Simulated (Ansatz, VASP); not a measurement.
**Two plane-wave programs on KBr**

INCAR

```
SYSTEM = KBr
PREC = Accurate ; ENCUT = 600
EDIFF = 1E-7 ; ISMEAR = 0
SIGMA = 0.02 ; LREAL = .FALSE.
LASPH = .TRUE. ; NELM = 80
ALGO = Normal ; ISIF = 3
LWAVE = .FALSE. ; LCHARG = .FALSE.
IBRION = 2 ; NSW = 100
EDIFFG = -0.005
```

File KPOINTS:

```
regular mesh
0
G
  6 6 6
  0 0 0
```

The input POSCAR:

```
KBr
1.0
    0.0000000000      3.1856269901      3.1856269901
    3.1856269901      0.0000000000      3.1856269901
    3.1856269901      3.1856269901      0.0000000000
K Br
1 1
Direct
    0.0000000000      0.0000000000      0.0000000000
    0.5000000000      0.5000000000      0.5000000000
```

Input for Ansatz:

```yaml
crystal:
  lattice:
    - [0.0, 3.1856269901, 3.1856269901]
    - [3.1856269901, 0.0, 3.1856269901]
    - [3.1856269901, 3.1856269901, 0.0]
  atoms:
    - { symbol: K, position: [0.0, 0.0, 0.0] }
    - { symbol: Br, position: [0.5, 0.5, 0.5] }
basis:
  ecutwfc: 420
kpoints:
  mp_grid: { grid: [6, 6, 6] }
hamiltonian:
  xc: lda
scf:
  occupations: { method: gaussian, width: 0.02 }
output:
  forces: true
  stress: true
  eigenvalues: true
relax:
  adjacent_minimum: "off"
  f_tol: 0.005
  max_steps: 80
  cell: { stress_tol: 0.05 }
```

Alike in both runs: task relaxation of cell and atoms; functional LDA; k mesh 6 × 6 × 6; occupations gaussian, width 0.02 eV; no spin polarisation.

|  | VASP | Ansatz |
| --- | --- | --- |
| version | VASP 6.6.1 | Ansatz 0.2.0 |
| potentials or method | VASP PAW LDA potentials, release 64 (K_sv, Br), cutoff 600 eV | scalar-relativistic, plane waves, PAW |
| valence electrons in the cell | 16 | 16 |

```csv
,VASP,Ansatz,Ansatz less VASP
"gap on the k mesh at the Fermi level, each at its own relaxed structure (eV)",4.32,4.32,+0.006
relaxed volume (Å³/atom),32.49,32.33,-0.164
relaxed cell length with the largest relative difference (Å),4.513,4.505,-0.0076
```

LDA's correlation is that of Perdew and Zunger in VASP and of Perdew and Wang (1992) in Ansatz.
